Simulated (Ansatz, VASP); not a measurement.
**Cu3Mo: VASP beside Ansatz**

Contents of INCAR:

```
  PREC = Accurate
  ENCUT = 520
  EDIFF = 1E-7
  ISMEAR = 0
  SIGMA = 0.1
  LREAL = F
  LASPH = T
  NELM = 150
  ALGO = Fast
  ISIF = 2
  LWAVE = F
  LCHARG = T
  ISPIN = 2
  MAGMOM = 0 0 0 1
  LORBIT = 11
  LMAXMIX = 4
  GGA = PE
  LELF = T
  LVHAR = T
  NBANDS = 36
```

File KPOINTS:

```
Automatic mesh
0
Gamma
  6 6 2
```

File POSCAR:

```
Cu3Mo
1.0
    2.6387176596      0.0000000000      0.0000000000
   -1.3193588298      2.2851965266      0.0000000000
    0.0000000000      0.0000000000      8.6975776375
Cu Mo
3 1
Direct
    0.0000000000      0.0000000000      0.0000000000
    0.6666666667      0.3333333333      0.7608926105
    0.6666666667      0.3333333333      0.2391073895
    0.0000000000      0.0000000000      0.5000000000
```

Input for Ansatz:

```yaml
crystal:
  lattice:
    - [2.6387176596, 0.0, 0.0]
    - [-1.3193588298, 2.2851965266, 0.0]
    - [0.0, 0.0, 8.6975776375]
  atoms:
    - { symbol: Cu, position: [0.0, 0.0, 0.0] }
    - { symbol: Cu, position: [0.6666666667, 0.3333333333, 0.7608926105] }
    - { symbol: Cu, position: [0.6666666667, 0.3333333333, 0.2391073895] }
    - { symbol: Mo, position: [0.0, 0.0, 0.5], spin: 1.0 }
basis:
  ecutwfc: 420
kpoints:
  mp_grid: { grid: [6, 6, 2] }
hamiltonian:
  xc: pbe
scf:
  occupations: { method: gaussian, width: 0.1 }
  lower_state_search: "off"
output:
  forces: true
  stress: true
  eigenvalues: true
  populations: true
magnetization:
  spin_polarized: true
```

Change from the starting cell: species swapped into the Co3Ir type (P-6m2, No. 187).

Alike in both runs: task single point; functional PBE; k mesh 6 × 6 × 2; occupations gaussian, width 0.1 eV; collinear spin.

```csv
,VASP,Ansatz
version,VASP 6.6.1,Ansatz 0.2.0
potentials or method,"VASP PAW PBE potentials, release 64 (Cu, Mo_sv), cutoff 520 eV","scalar-relativistic, plane waves, PAW"
valence electrons in the cell,47,71
```

```csv
,VASP,Ansatz,Ansatz less VASP
gap on the k mesh at the Fermi level (eV),none,none,-
pressure (GPa),0.9,0.2,-0.62
"traceless stress, the component that is largest in VASP (GPa)",0.36,0.13,-0.225
net moment per atom (μB),0.00,0.00,0.000
```

A gap of «none» marks a metal or a gap that the smearing closes. VASP's potentials hold 47 valence electrons a cell and Ansatz's 71, so a difference there can come from the potentials and not from the codes. Ansatz's warnings: seeded moment not kept.

The k mesh is coarse, so the values compare programs but aren't converged.
